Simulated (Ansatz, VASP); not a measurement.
MgZn2TeSe2: VASP beside Ansatz

The input INCAR:

```
SYSTEM = MgZn2TeSe2
  ALGO = Normal
  EDIFF = 1E-6
  EDIFFG = -0.04
  ENCUT = 600
  GGA = PE
  IBRION = 2
  ISIF = 3
  ISMEAR = 0
  LASPH = .True.
  LCHARG = .False.
  LREAL = .False.
  LWAVE = .False.
  NELM = 80
  NSW = 90
  PREC = Accurate
  SIGMA = 0.1
```

KPOINTS

```
k-points
0
Gamma
  6 6 2
  0 0 0
```

POSCAR

```
MgZn2TeSe2
1.0
    4.7235380600      0.0000000000      0.0000000000
   -2.3617690300      4.0907039500      0.0000000000
    0.0000000000      0.0000000000      7.8786425300
Mg Zn Te Se
1 2 1 2
Direct
    0.3333333300      0.6666666700      0.5000000000
    0.0000000000      0.0000000000      0.1833236100
    0.0000000000      0.0000000000      0.8166763900
    0.6666666700      0.3333333300      0.0000000000
    0.0000000000      0.0000000000      0.6101286900
    0.0000000000      0.0000000000      0.3898713100
```

Input for Ansatz:

```yaml
crystal:
  lattice:
    - [4.72353806, 0.0, 0.0]
    - [-2.36176903, 4.09070395, 0.0]
    - [0.0, 0.0, 7.87864253]
  atoms:
    - { symbol: Mg, position: [0.33333333, 0.66666667, 0.5] }
    - { symbol: Zn, position: [0.0, 0.0, 0.18332361] }
    - { symbol: Zn, position: [0.0, 0.0, 0.81667639] }
    - { symbol: Te, position: [0.66666667, 0.33333333, 0.0] }
    - { symbol: Se, position: [0.0, 0.0, 0.61012869] }
    - { symbol: Se, position: [0.0, 0.0, 0.38987131] }
basis:
  ecutwfc: 420
kpoints:
  mp_grid: { grid: [6, 6, 2] }
hamiltonian:
  xc: pbe
scf:
  occupations: { method: gaussian, width: 0.1 }
  lower_state_search: "off"
output:
  forces: true
  stress: true
  eigenvalues: true
relax:
  adjacent_minimum: "off"
  f_tol: 0.04
  max_steps: 70
  cell: { stress_tol: 0.4 }
```

Alike in both runs: task relaxation of cell and atoms; functional PBE; k mesh 6 × 6 × 2; occupations gaussian, width 0.1 eV; no spin polarisation.

|  | VASP | Ansatz |
| --- | --- | --- |
| version | VASP 6.6.1 | Ansatz 0.2.0 |
| potentials or method | VASP PAW PBE potentials, release 64 (Mg, Zn, Te, Se), cutoff 600 eV | scalar-relativistic, plane waves, PAW |
| valence electrons in the cell | 44 | 82 |

Ansatz gave:

- gap on the k mesh at the Fermi level, each at its own relaxed structure (eV): none
- relaxed volume (Å³/atom): 26.26
- relaxed length of the cell vector where the two differ most in proportion (Å): 4.144

Q: Estimate VASP's values.

A: gap on the k mesh at the Fermi level, each at its own relaxed structure (eV): none; relaxed volume (Å³/atom): 26.18; relaxed length of the cell vector where the two differ most in proportion (Å): 4.139.

A gap of «none» marks a metal or a gap that the smearing closes. VASP's potentials hold 44 valence electrons a cell and Ansatz's 82, so a difference there can come from the potentials and not from the codes.

The k mesh is coarse, so the values compare programs but aren't converged. Neither program's run includes spin-orbit coupling.
